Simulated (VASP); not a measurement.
# Ca (I4/mmm) in VASP: notebook, part 2 of 2

VASP 6.6.1. The steps go on from the part before.

## Step 3: Single point, PBEsol (strain +0.0350 x Voigt [1, 0, 0, 0, 0, 0])

Input file INCAR:

```
PREC     = Accurate       # precision mode
ENCUT    = 520            # plane-wave cutoff, eV
EDIFF    = 1E-6           # SCF threshold, eV
ISMEAR   = 0              # smearing method
SIGMA    = 0.15           # smearing width, eV
LREAL    = F              # projectors in reciprocal space
LASPH    = T              # aspherical terms in the spheres
NELM     = 60             # most SCF steps
ALGO     = Normal         # electronic algorithm
ISIF     = 2              # what is computed and relaxed
LWAVE    = F              # write WAVECAR
LCHARG   = F              # write CHGCAR
GGA      = PS             # functional
NBANDS   = 11             # bands
```

Input file KPOINTS:

```
regular mesh
0
Gamma
  14 14 14
```

Input file POSCAR:

```
Ca
1.0
    0.0000000000      2.7942000000      2.7942000000
    2.8919970000      0.0000000000      2.7942000000
    2.8919970000      2.7942000000      0.0000000000
Ca
1
Direct
    0.0000000000      0.0000000000      0.0000000000
```

Potentials or basis: VASP PAW PBE potentials, release 64 (Ca_sv).

Run with:

```sh
cat potpaw_PBE.64/Ca_sv/POTCAR > POTCAR
mpirun -np 1 vasp_std > vasp.out
```

OUTCAR:

```text
PREC = Accurate
   ENCUT = 520
   EDIFF = 1E-6
   ISMEAR = 0
   LREAL = F
   LASPH = T
   NELM = 60
   ISIF = 2
   GGA = PS

 ion  position               nearest neighbor table
   1  0.000  0.000  0.000-

  LATTYP: Found a body centered tetragonal cell.
 ALAT       =     3.9515955360
 C/A-ratio  =     1.4637110371

  Lattice vectors:

 A1 = (   2.8919970000,   0.0000000000,   2.7942000000)
 A2 = (   2.8919970000,   0.0000000000,  -2.7942000000)
 A3 = (  -2.8919970000,   2.7942000000,   0.0000000000)

Analysis of symmetry for initial positions (statically):
=====================================================================
 Subroutine PRICEL returns:
 Original cell was already a primitive cell.

 Routine SETGRP: Setting up the symmetry group for a
 body centered tetragonal supercell.

 Subroutine GETGRP returns: Found 16 space group operations
 (whereof 16 operations were pure point group operations)
 out of a pool of 16 trial point group operations.

The static configuration has the point symmetry D_4h.

Analysis of symmetry for dynamics (positions and initial velocities):
=====================================================================
 Subroutine PRICEL returns:
 Original cell was already a primitive cell.

 Routine SETGRP: Setting up the symmetry group for a
 body centered tetragonal supercell.

 Subroutine GETGRP returns: Found 16 space group operations
 (whereof 16 operations were pure point group operations)
 out of a pool of 16 trial point group operations.

The dynamic configuration has the point symmetry D_4h.

 Subroutine INISYM returns: Found 16 space group operations
 (whereof 16 operations are pure point group operations),
 and found     1 'primitive' translations

----------------------------------------------------------------------------------------

                                     Primitive cell

  volume of cell :      45.1588

  direct lattice vectors                    reciprocal lattice vectors
     0.000000000  2.794200000  2.794200000    -0.172890912  0.178942094  0.178942094
     2.891997000  0.000000000  2.794200000     0.172890912 -0.178942094  0.178942094
     2.891997000  2.794200000  0.000000000     0.172890912  0.178942094 -0.178942094

  length of vectors
     3.951595536  4.021343095  4.021343095     0.306482975  0.306482975  0.306482975

  position of ions in fractional coordinates (direct lattice)
     0.000000000  0.000000000  0.000000000

  ion indices of the primitive-cell ions
   primitive index   ion index
                 1           1

----------------------------------------------------------------------------------------

 KPOINTS: regular mesh

Automatic generation of k-mesh.
 Grid dimensions read from file:
 generate k-points for:   14   14   14

 Generating k-lattice:

  Cartesian coordinates                     Fractional coordinates (reciprocal lattice)
    -0.012349351  0.012781578  0.012781578     0.071428571  0.000000000  0.000000000
     0.012349351 -0.012781578  0.012781578     0.000000000  0.071428571 -0.000000000
     0.012349351  0.012781578 -0.012781578     0.000000000 -0.000000000  0.071428571

  Length of vectors
     0.021891641  0.021891641  0.021891641

  Shift w.r.t. Gamma in fractional coordinates (k-lattice)
     0.000000000  0.000000000  0.000000000

 Subroutine IBZKPT returns following result:
 ===========================================

 Found    244 irreducible k-points:

 Following reciprocal coordinates:
            Coordinates               Weight
  0.000000  0.000000  0.000000      1.000000
  0.071429  0.000000  0.000000      8.000000
  0.142857  0.000000  0.000000      8.000000
  0.214286 -0.000000 -0.000000      8.000000
  0.285714  0.000000  0.000000      8.000000
  0.357143  0.000000  0.000000      8.000000
[... 16 lines left out ...]
  0.214286  0.142857 -0.000000     16.000000
  0.285714  0.142857  0.000000     16.000000
 [... further k-points ...]
   k-points           NKPTS =    244   k-points in BZ     NKDIM =    244   number of bands    NBANDS=     11
   number of dos      NEDOS =    301   number of ions     NIONS =      1
   total plane-waves  NPLWV =  27000
   dimension x,y,z NGX =    30 NGY =   30 NGZ =   30
   dimension x,y,z NGXF=    60 NGYF=   60 NGZF=   60
   ions per type =               1
   NGX,Y,Z   is equivalent  to a cutoff of  12.62, 12.40, 12.40 a.u.
   NGXF,Y,Z  is equivalent  to a cutoff of  25.24, 24.80, 24.80 a.u.
 SYSTEM =  unknown system
   PREC   = accura    normal or accurate (medium, high low for compatibility)
   ISTART =      0    job   : 0-new  1-cont  2-samecut
   ICHARG =      2    charge: 1-file 2-atom 10-const
   ISPIN  =      1    spin polarized calculation?
   LNONCOLLINEAR =      F non collinear calculations
   LSORBIT =      F    spin-orbit coupling
   LASPH  =      T    aspherical Exc in radial PAW
   ENCUT  =  520.0 eV  38.22 Ry    6.18 a.u.   7.35  7.48  7.48*2*pi/ulx,y,z
   NELM   =     60;   NELMIN=  2; NELMDL= -5     # of ELM steps
   EDIFF  = 0.1E-05   stopping-criterion for ELM
   LREAL  =      F    real-space projection
   EDIFFG = 0.1E-04   stopping-criterion for IOM
   NSW    =      0    number of steps for IOM
   IBRION =     -1    ionic relax: 0-MD 1-quasi-New 2-CG
   NFREE  =      0    steps in history (QN), initial steepest desc. (CG)
   ISIF   =      2    stress and relaxation
   ISYM   =      2    0-nonsym 1-usesym 2-fastsym
   POTIM  = 0.5000    time-step for ionic-motion
   TEBEG  =    0.0;   TEEND  =   0.0 temperature during run
   PSTRESS=    0.0 pullay stress
   NELECT =      10.0000    total number of electrons
   NUPDOWN=      -1.0000    fix difference up-down
   EMIN   =  10.00;   EMAX   =-10.00  energy-range for DOS
   EFERMI =   0.00;   METHOD = LEGACY
   ISMEAR =     0;   SIGMA  =   0.15  broadening in eV -4-tet -1-fermi 0-gaus
   EFERMI_NEDOS =   21; number of points for ismear=-14 and -15
   IALGO  =     38    algorithm
   IMIX   =      4    mixing-type and parameters
     AMIX     =   0.40;   BMIX     =  1.00
     AMIX_MAG =   1.60;   BMIX_MAG =  1.00
  volume/ion in A,a.u.               =      45.16       304.75
  Fermi-wavevector in a.u.,A,eV,Ry     =   0.990438  1.871656 13.346868  0.980967
  Thomas-Fermi vector in A             =   2.122108
   LORBIT       =      0    0 simple, 1 ext, 2 COOP (PROOUT), +10 PAW based schemes
   GGA     = PS    functional components
   LHFCALC =     F    Hartree Fock is set to
   AEXX    =    0.0000 exact exchange contribution
   IVDW    =     0    specifies the selected vdW correction
   LEPSILON=     F    determine dielectric tensor
   LRPA    =     F    only Hartree local field effects (RPA)
 non-spin polarized calculation
 Gauss-broadening in eV      SIGMA  =   0.15
  energy-cutoff  :      520.00
  volume of cell :       45.16
 maximum number of plane-waves:      1247
 NGX is ok and might be reduce to    30
   NGX = 15   NGY = 15   NGZ = 15

 number of electron      10.0000000 magnetization

 Free energy of the ion-electron system (eV)
  ---------------------------------------------------
  ext. energy  EPLUGINS =         0.00000000
  ---------------------------------------------------
  free energy    TOTEN  =        -2.11687189 eV

  energy without entropy =       -2.10191112  energy(sigma->0) =       -2.10939151

 E-fermi :   1.6311     XC(G=0):  -7.5986

 val. band max:        1.6277644860   @ k =  -0.3571   0.3571   0.1429
 cond. band min:       1.6315777261   @ k =   0.4286  -0.3571   0.1429
 fundamental gap:      0.0038132401
 Fermi energy:         1.6310554277

 k-point     1 :       0.0000    0.0000    0.0000
  band No.  band energies     occupation
      1     -40.3699      2.00000
      2     -21.3699      2.00000
      3     -21.3677      2.00000
      4     -21.3677      2.00000
      5      -2.2782      2.00000
      6       3.7709      0.00000
      7       3.9207      0.00000
      8       3.9207      0.00000
      9       4.7611      0.00000
     10       4.9533      0.00000
     11      10.4839      0.00000

 k-point     2 :       0.0714    0.0000    0.0000
  band No.  band energies     occupation
      1     -40.3694      2.00000
      2     -21.3741      2.00000
      3     -21.3699      2.00000
      4     -21.3683      2.00000
      5      -2.1955      2.00000
      6       3.7435      0.00000
      7       3.8903      0.00000
      8       3.9527      0.00000
      9       4.7385      0.00000
     10       4.9228      0.00000
     11      10.5719      0.00000
[... 295 lines left out ...]
 k-point    24 :       0.2857    0.1429    0.0000
  band No.  band energies     occupation
      1     -40.3637      2.00000
      2     -21.4235      2.00000
      3     -21.3850      2.00000
      4     -21.3822      2.00000
      5      -1.1045      2.00000
      6       2.9734      0.00000
      7       3.8773      0.00000
      8       4.1258      0.00000
      9       4.5568      0.00000
     10       5.1181      0.00000
     11       8.8605      0.00000

 [... further k-points ...]
[... 5 lines left out ...]
  --------------------------------------------------------------------------------------
  -------------------------------------------------------------------------------------
  Total       -0.5152428     -0.4295383     -0.4295383      0.0000000      0.0000000      0.0000000
  in kB      -18.2801475    -15.2394617    -15.2394617      0.0000000      0.0000000      0.0000000
  external PRESSURE =     -16.2530236 kB  Pullay stress =       0.0000000 kB

 VOLUME and BASIS-vectors are now :
 -----------------------------------------------------------------------------
  energy-cutoff  :      520.00
  volume of cell :       45.16
      direct lattice vectors                 reciprocal lattice vectors
     0.000000000  2.794200000  2.794200000    -0.172890912  0.178942094  0.178942094
     2.891997000  0.000000000  2.794200000     0.172890912 -0.178942094  0.178942094
     2.891997000  2.794200000  0.000000000     0.172890912  0.178942094 -0.178942094

 POSITION                                       TOTAL-FORCE (eV/Angst)
 -----------------------------------------------------------------------------------
      0.00000      0.00000      0.00000         0.000000     -0.000000      0.000000
 -----------------------------------------------------------------------------------
    total drift:                               -0.000000     -0.000000      0.000000

  FREE ENERGIE OF THE ION-ELECTRON SYSTEM (eV)
  ---------------------------------------------------
  free  energy   TOTEN  =        -2.1168718889 eV

  energy  without entropy=       -2.1019111232  energy(sigma->0) =       -2.10939151
```

Wall time 36 s (1 thread of Intel Xeon 6975P-C (Granite Rapids), shared host); peak memory 0.25 GiB.

What came out:

```
Free energy            : -2.1169 eV
Pressure               : -1.6 GPa
Band gap on the k mesh : zero (band 5 reaches 1.84 eV, above the bottom of band 6 at 1.43 eV)
```

Caveat: the cell differs from its parent crystal (strain +0.0350 x Voigt [1, 0, 0, 0, 0, 0]); the PAW data sets were made with another functional, which shifts forces and pressure a little.

## Step 4: Single point, PBEsol (strain +0.0400 x Voigt [1, 0, 0, 0, 0, 0])

Input file INCAR:

```
PREC = Accurate ; ENCUT = 520
EDIFF = 1E-6 ; ISMEAR = 0
SIGMA = 0.15 ; LREAL = F
LASPH = T ; NELM = 60
ALGO = Fast ; ISIF = 2
LWAVE = F ; LCHARG = F
GGA = PS ; NBANDS = 11
```

Input file KPOINTS:

```
Automatic mesh
0
Gamma
  14 14 14
```

Input file POSCAR:

```
Ca
1.0
    0.0000000000      2.7942000000      2.7942000000
    2.9059680000      0.0000000000      2.7942000000
    2.9059680000      2.7942000000      0.0000000000
Ca
1
Direct
    0.0000000000      0.0000000000      0.0000000000
```

Run with:

```sh
cat potpaw_PBE.64/Ca_sv/POTCAR > POTCAR
mpirun -np 1 vasp_std > vasp.out
```

It took 54 s on 1 thread of Intel Xeon 6975P-C (Granite Rapids), shared host; peak memory 0.25 GiB.

It converged, with:

```
Free energy            : -2.1144 eV
Pressure               : -1.7 GPa
Band gap on the k mesh : zero (band 5 reaches 1.83 eV, above the bottom of band 6 at 1.41 eV)
```

Stress tensor (GPa, compression positive):
```
-1.90  0.00  0.00
 0.00 -1.54  0.00
 0.00  0.00 -1.54
```

Levels at points of the mesh, in eV from the Fermi level:
| k point | band 3 | band 4 | band 5 | band 6 | band 7 | band 8 |
| --- | --- | --- | --- | --- | --- | --- |
| (0.00, 0.00, 0.00) | -23.01 | -23.01 | -3.90 | 2.12 | 2.29 | 2.29 |
| (0.50, 0.00, 0.00) | -23.03 | -23.02 | -0.97 | -0.20 | 2.03 | 2.23 |
| (0.50, 0.50, 0.00) | -23.06 | -23.05 | -0.35 | 0.58 | 0.96 | 3.82 |
| (0.00, 0.50, 0.50) | -23.05 | -23.05 | -0.48 | 0.61 | 0.65 | 3.86 |

Caveat: the cell differs from its parent crystal (strain +0.0400 x Voigt [1, 0, 0, 0, 0, 0]); the PAW data sets were made with another functional, which shifts forces and pressure a little.

## Step 5: The runs side by side

| cell | gap on the mesh (eV) | pressure (GPa) |
| --- | --- | --- |
| a = 3.952, b = 4.011, c = 4.011 Å, angles 59.0, 60.5, 60.5°, 1 atom | none | -1.5 |
| a = 3.952, b = 4.021, c = 4.021 Å, angles 58.9, 60.6, 60.6°, 1 atom | none | -1.6 |
| a = 3.952, b = 4.031, c = 4.031 Å, angles 58.7, 60.7, 60.7°, 1 atom | none | -1.7 |

Alike in all rows: task single point; level PBEsol; potentials or basis VASP PAW PBE potentials, release 64 (Ca_sv); no spin polarisation; k mesh 14 × 14 × 14; cutoff (eV) 520; smearing gaussian 0.15 eV.

Caveats: the PAW data sets were made with another functional, which shifts forces and pressure a little.

Absolute energies hang on the potentials; compare differences alone.
